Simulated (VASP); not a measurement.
# O (P-1) in VASP: a series of runs

Runs on O. Level: LDA. Tasks: single point.

All numbers are computed with VASP 6.6.1; they aren't measurements. Logs are shortened: lines on timing, memory, paths and dates and some standing lists are left out, and cuts for length are marked.

## Step 1: The cell of the first run

The typed cell holds 2 atoms: a = 4.203 Å, b = 4.203 Å, c = 4.203 Å, α = 46.97°, β = 46.97°, γ = 46.97°.

## Step 2: Single point, LDA

Contents of INCAR:

```
SYSTEM = O
ALGO = Normal
EDIFF = 1E-6
ENCUT = 520
ISIF = 2
ISMEAR = 1
LASPH = .TRUE.
LCHARG = .TRUE.
LELF = .TRUE.
LREAL = .FALSE.
LVHAR = .TRUE.
LWAVE = .FALSE.
NBANDS = 13
NELM = 100
PREC = Accurate
SIGMA = 0.05
```

Contents of KPOINTS:

```
k-points
0
G
  7 7 7
  0 0 0
```

Contents of POSCAR:

```
O
1.0
    1.6749479049      0.9670316238      3.7319995215
   -1.6749479049      0.9670316238      3.7319995215
    0.0000000000     -1.9340632475      3.7319995215
O
2
Direct
    0.0754295202      0.0743673976      0.0036417406
    0.9245705187      0.9256326413      0.9963582983
```

Potentials or basis: VASP PAW LDA potentials, release 64 (O).

Started as:

```bash
cat potpaw_LDA.64/O/POTCAR > POTCAR
mpirun -np 1 vasp_std > vasp.out
```

OUTCAR:

```text
SYSTEM = O
   EDIFF = 1E-6
   ENCUT = 520
   ISIF = 2
   ISMEAR = 1
   LASPH = .TRUE.
   LREAL = .FALSE.
   NELM = 100
   PREC = Accurate

 ion  position               nearest neighbor table
   1  0.075  0.074  0.004-   2 1.18
   2  0.925  0.926  0.996-   1 1.18

  LATTYP: Found a trigonal (rhomboedric) cell.
 ALAT       =     4.2033820995
 COS(alpha) =     0.6824333683

  Lattice vectors:

 A1 = (   1.6749479049,   0.9670316238,   3.7319995215)
 A2 = (  -1.6749479049,   0.9670316238,   3.7319995215)
 A3 = (   0.0000000000,  -1.9340632475,   3.7319995215)

Analysis of symmetry for initial positions (statically):
=====================================================================
 Subroutine PRICEL returns:
 Original cell was already a primitive cell.

 Routine SETGRP: Setting up the symmetry group for a
 trigonal (rhombohedral) supercell.

 Subroutine GETGRP returns: Found  2 space group operations
 (whereof  2 operations were pure point group operations)
 out of a pool of 12 trial point group operations.

The static configuration has the point symmetry S_2 .

Analysis of symmetry for dynamics (positions and initial velocities):
=====================================================================
 Subroutine PRICEL returns:
 Original cell was already a primitive cell.

 Routine SETGRP: Setting up the symmetry group for a
 trigonal (rhombohedral) supercell.

 Subroutine GETGRP returns: Found  2 space group operations
 (whereof  2 operations were pure point group operations)
 out of a pool of 12 trial point group operations.

The dynamic configuration has the point symmetry S_2 .

 Subroutine INISYM returns: Found  2 space group operations
 (whereof  2 operations are pure point group operations),
 and found     1 'primitive' translations

----------------------------------------------------------------------------------------

                                     Primitive cell

  volume of cell :      36.2689

  direct lattice vectors                    reciprocal lattice vectors
     1.674947905  0.967031624  3.731999522     0.298516747  0.172348724  0.089317625
    -1.674947905  0.967031624  3.731999522    -0.298516747  0.172348724  0.089317625
     0.000000000 -1.934063247  3.731999522     0.000000000 -0.344697449  0.089317625

  length of vectors
     4.203382099  4.203382099  4.203382099     0.356081408  0.356081408  0.356081408

  position of ions in fractional coordinates (direct lattice)
     0.075429520  0.074367398  0.003641741
     0.924570519  0.925632641  0.996358298

  ion indices of the primitive-cell ions
   primitive index   ion index
                 1           1
                 2           2

----------------------------------------------------------------------------------------

 KPOINTS: k-points

Automatic generation of k-mesh.
 Grid dimensions read from file:
 generate k-points for:    7    7    7

 Generating k-lattice:

  Cartesian coordinates                     Fractional coordinates (reciprocal lattice)
     0.042645250  0.024621246  0.012759661     0.142857143  0.000000000  0.000000000
    -0.042645250  0.024621246  0.012759661     0.000000000  0.142857143  0.000000000
     0.000000000 -0.049242493  0.012759661     0.000000000  0.000000000  0.142857143

  Length of vectors
     0.050868773  0.050868773  0.050868773

  Shift w.r.t. Gamma in fractional coordinates (k-lattice)
     0.000000000  0.000000000  0.000000000

 Subroutine IBZKPT returns following result:
 ===========================================

 Found    172 irreducible k-points:

 Following reciprocal coordinates:
            Coordinates               Weight
  0.000000  0.000000  0.000000      1.000000
  0.142857  0.000000  0.000000      2.000000
  0.000000  0.142857  0.000000      2.000000
  0.000000  0.000000  0.142857      2.000000
  0.285714  0.000000  0.000000      2.000000
  0.000000  0.285714  0.000000      2.000000
[... 16 lines left out ...]
 -0.142857 -0.428571 -0.000000      2.000000
  0.142857  0.000000  0.428571      2.000000
 [... further k-points ...]
   k-points           NKPTS =    172   k-points in BZ     NKDIM =    172   number of bands    NBANDS=     13
   number of dos      NEDOS =    301   number of ions     NIONS =      2
   total plane-waves  NPLWV =  32768
   dimension x,y,z NGX =    32 NGY =   32 NGZ =   32
   dimension x,y,z NGXF=    64 NGYF=   64 NGZF=   64
   ions per type =               2
   NGX,Y,Z   is equivalent  to a cutoff of  12.66, 12.66, 12.66 a.u.
   NGXF,Y,Z  is equivalent  to a cutoff of  25.31, 25.31, 25.31 a.u.
 SYSTEM =  O
   PREC   = accura    normal or accurate (medium, high low for compatibility)
   ISTART =      0    job   : 0-new  1-cont  2-samecut
   ICHARG =      2    charge: 1-file 2-atom 10-const
   ISPIN  =      1    spin polarized calculation?
   LNONCOLLINEAR =      F non collinear calculations
   LSORBIT =      F    spin-orbit coupling
   LASPH  =      T    aspherical Exc in radial PAW
   ENCUT  =  520.0 eV  38.22 Ry    6.18 a.u.   7.82  7.82  7.82*2*pi/ulx,y,z
   NELM   =    100;   NELMIN=  2; NELMDL= -5     # of ELM steps
   EDIFF  = 0.1E-05   stopping-criterion for ELM
   LREAL  =      F    real-space projection
   EDIFFG = 0.1E-04   stopping-criterion for IOM
   NSW    =      0    number of steps for IOM
   IBRION =     -1    ionic relax: 0-MD 1-quasi-New 2-CG
   NFREE  =      0    steps in history (QN), initial steepest desc. (CG)
   ISIF   =      2    stress and relaxation
   ISYM   =      2    0-nonsym 1-usesym 2-fastsym
   POTIM  = 0.5000    time-step for ionic-motion
   TEBEG  =    0.0;   TEEND  =   0.0 temperature during run
   PSTRESS=    0.0 pullay stress
   NELECT =      12.0000    total number of electrons
   NUPDOWN=      -1.0000    fix difference up-down
   EMIN   =  10.00;   EMAX   =-10.00  energy-range for DOS
   EFERMI =   0.00;   METHOD = LEGACY
   ISMEAR =     1;   SIGMA  =   0.05  broadening in eV -4-tet -1-fermi 0-gaus
   EFERMI_NEDOS =   21; number of points for ismear=-14 and -15
   IALGO  =     38    algorithm
   IMIX   =      4    mixing-type and parameters
     AMIX     =   0.40;   BMIX     =  1.00
     AMIX_MAG =   1.60;   BMIX_MAG =  1.00
  volume/ion in A,a.u.               =      18.13       122.38
  Fermi-wavevector in a.u.,A,eV,Ry     =   1.132288  2.139714 17.443710  1.282077
  Thomas-Fermi vector in A             =   2.268989
   LORBIT       =      0    0 simple, 1 ext, 2 COOP (PROOUT), +10 PAW based schemes
   GGA     = CA    functional components
   LHFCALC =     F    Hartree Fock is set to
   AEXX    =    0.0000 exact exchange contribution
   IVDW    =     0    specifies the selected vdW correction
   LEPSILON=     F    determine dielectric tensor
   LRPA    =     F    only Hartree local field effects (RPA)
 non-spin polarized calculation
 Methfessel and Paxton  Order N= 1 SIGMA  =   0.05
  energy-cutoff  :      520.00
  volume of cell :       36.27
 maximum number of plane-waves:       995
   NGX = 15   NGY = 15   NGZ = 15

 number of electron      12.0000001 magnetization

 Free energy of the ion-electron system (eV)
  ---------------------------------------------------
  ext. energy  EPLUGINS =         0.00000000
  ---------------------------------------------------
  free energy    TOTEN  =        -9.89534490 eV

  energy without entropy =       -9.89604278  energy(sigma->0) =       -9.89557753

 E-fermi :  -2.0139     XC(G=0):  -7.8488

 val. band max:       -2.0155893695   @ k =  -0.2857   0.4286   0.1429
 cond. band min:      -2.0124689135   @ k =  -0.4286   0.2857  -0.0000
 fundamental gap:      0.0031204560
 Fermi energy:        -2.0138946393

 k-point     1 :       0.0000    0.0000    0.0000
  band No.  band energies     occupation
      1     -29.6902      2.00000
      2     -15.4188      2.00000
      3     -10.2282      2.00000
      4      -9.1831      2.00000
      5      -9.1423      2.00000
      6      -1.8765     -0.00071
      7      -1.8243     -0.00000
      8       3.7668      0.00000
      9       9.5155      0.00000
     10      10.5635      0.00000
     11      12.7543      0.00000
     12      14.9225      0.00000
     13      15.6273      0.00000

 k-point     2 :       0.1429    0.0000    0.0000
  band No.  band energies     occupation
      1     -29.6749      2.00000
      2     -15.4269      2.00000
      3     -10.1729      2.00000
      4      -9.2667      2.00000
      5      -9.1969      2.00000
      6      -1.9511     -0.07063
      7      -1.8815     -0.00116
      8       4.1255      0.00000
      9       9.3143      0.00000
     10      10.7373      0.00000
     11      13.0645      0.00000
     12      13.6607      0.00000
     13      15.4848      0.00000

 k-point     3 :       0.0000    0.1429    0.0000
  band No.  band energies     occupation
      1     -29.6749      2.00000
      2     -15.4263      2.00000
      3     -10.1738      2.00000
      4      -9.2671      2.00000
      5      -9.1968      2.00000
      6      -1.9478     -0.06841
      7      -1.8843     -0.00151
      8       4.1264      0.00000
      9       9.3221      0.00000
     10      10.7304      0.00000
     11      13.0585      0.00000
     12      13.6571      0.00000
     13      15.4950      0.00000
[... 305 lines left out ...]
 k-point    23 :      -0.1429   -0.4286   -0.0000
  band No.  band energies     occupation
      1     -29.6163      2.00000
      2     -15.5053      2.00000
      3      -9.9165      2.00000
      4      -9.5444      2.00000
      5      -9.3646      2.00000
      6      -2.3121      2.00000
      7      -1.9761      0.04434
      8       5.7306      0.00000
      9       8.8553      0.00000
     10       9.5849      0.00000
     11      11.2943      0.00000
     12      13.5849      0.00000
     13      15.4398      0.00000

 k-point    24 :       0.1429    0.0000    0.4286
  band No.  band energies     occupation
      1     -29.6175      2.00000
      2     -15.4180      2.00000
      3     -10.0963      2.00000
      4      -9.6491      2.00000
      5      -9.3564      2.00000
      6      -2.0809      2.06742
      7      -1.9408     -0.05863
      8       6.1384      0.00000
      9       9.0094      0.00000
     10       9.5364      0.00000
     11      10.4874      0.00000
     12      14.1036      0.00000
     13      15.2281      0.00000

 [... further k-points ...]
[... 5 lines left out ...]
  --------------------------------------------------------------------------------------
  -------------------------------------------------------------------------------------
  Total       -1.2889537     -0.9390351      3.8575934      0.0060189      0.6205811      0.0079178
  in kB      -56.9394273    -41.4817992    170.4088791      0.2658857     27.4141190      0.3497702
  external PRESSURE =      23.9958842 kB  Pullay stress =       0.0000000 kB

 VOLUME and BASIS-vectors are now :
 -----------------------------------------------------------------------------
  energy-cutoff  :      520.00
  volume of cell :       36.27
      direct lattice vectors                 reciprocal lattice vectors
     1.674947905  0.967031624  3.731999522     0.298516747  0.172348724  0.089317625
    -1.674947905  0.967031624  3.731999522    -0.298516747  0.172348724  0.089317625
     0.000000000 -1.934063247  3.731999522     0.000000000 -0.344697449  0.089317625

 POSITION                                       TOTAL-FORCE (eV/Angst)
 -----------------------------------------------------------------------------------
      0.00178      0.13782      0.57263         0.006893      0.478168      3.847584
     -0.00178     -0.13781     10.62337        -0.006893     -0.478168     -3.847584
 -----------------------------------------------------------------------------------
    total drift:                                0.000001      0.000061     -0.000394

  FREE ENERGIE OF THE ION-ELECTRON SYSTEM (eV)
  ---------------------------------------------------
  free  energy   TOTEN  =        -9.8953449034 eV

  energy  without entropy=       -9.8960427780  energy(sigma->0) =       -9.89557753
```

It took 39 s on 1 thread of AMD EPYC 9R45 (Zen 5), shared host; peak memory 0.15 GiB.

What came out:

```
Free energy            : -9.8953 eV
Pressure               : 2.4 GPa
Largest force          : 3.877 eV/Å
Band gap on the k mesh : zero (bands 6 and 7 overlap by 0.38 eV)
```

Forces in eV/Å, atoms in the order of the input:
```
O    0.007  0.478  3.848
O   -0.007 -0.478 -3.848
```

Stress tensor (GPa, compression positive):
```
-5.69  0.03  0.03
 0.03 -4.15  2.74
 0.03  2.74 17.04
```

Levels at points of the mesh, in eV from the Fermi level:
```csv
k point,band 3,band 4,band 5,band 6,band 7,band 8,band 9,band 10
"(0.00, 0.00, 0.00)",-8.21,-7.17,-7.13,0.14,0.19,5.78,11.53,12.58
```

Caveat: the standard files for N, O and F lose accuracy on very short bonds; spin is off for a triplet molecule; forces of over 1 eV/Å act on the atoms, so gaps and moduli don't describe the material at rest.

## Step 3: Single point, LDA

Contents of INCAR:

```
ALGO = Normal
EDIFF = 1E-6
ENCUT = 520
ISIF = 2
ISMEAR = 1
LASPH = T
LCHARG = F
LREAL = F
LWAVE = F
NBANDS = 13
NELM = 100
PREC = Accurate
SIGMA = 0.05
```

Contents of KPOINTS:

```
k-points
0
Gamma
  7 7 7
```

Contents of POSCAR:

```
O
1.0
    1.6749479049      0.9670316238      3.7319995215
   -1.6749479049      0.9670316238      3.7319995215
    0.0000000000     -1.9340632475      3.7319995215
O
2
Direct
    0.0798656376      0.0786208228      0.0006775472
    0.9201344013      0.9213792161      0.9993224917
```

Potentials or basis: VASP PAW LDA potentials, release 64 (O).

Started as:

```bash
cat potpaw_LDA.64/O/POTCAR > POTCAR
mpirun -np 1 vasp_std > vasp.out
```

It took 38 s on 1 thread of AMD EPYC 9R45 (Zen 5), shared host; peak memory 0.15 GiB.

The run converged. Its results:

| Quantity | Value |
| --- | --- |
| Free energy | -9.9659 eV |
| Pressure | -4.9 GPa |
| Largest force | 0.567 eV/Å |
| Band gap on the k mesh | zero (bands 6 and 7 overlap by 0.36 eV) |

Forces in eV/Å, atoms in the order of the input:
```
O   -0.006 -0.507 -0.253
O    0.006  0.507  0.253
```

Stress tensor (GPa, compression positive):
```
-5.56  0.01 -0.03
 0.01 -5.21 -2.28
-0.03 -2.28 -3.82
```

Levels at points of the mesh, in eV from the Fermi level:
```tsv
k point	band 3	band 4	band 5	band 6	band 7	band 8	band 9	band 10
(0.00, 0.00, 0.00)	-7.73	-6.28	-6.24	0.12	0.17	6.15	10.15	13.17
```

Caveat: the standard files for N, O and F lose accuracy on very short bonds; spin is off for a triplet molecule; the cell stands under tension.
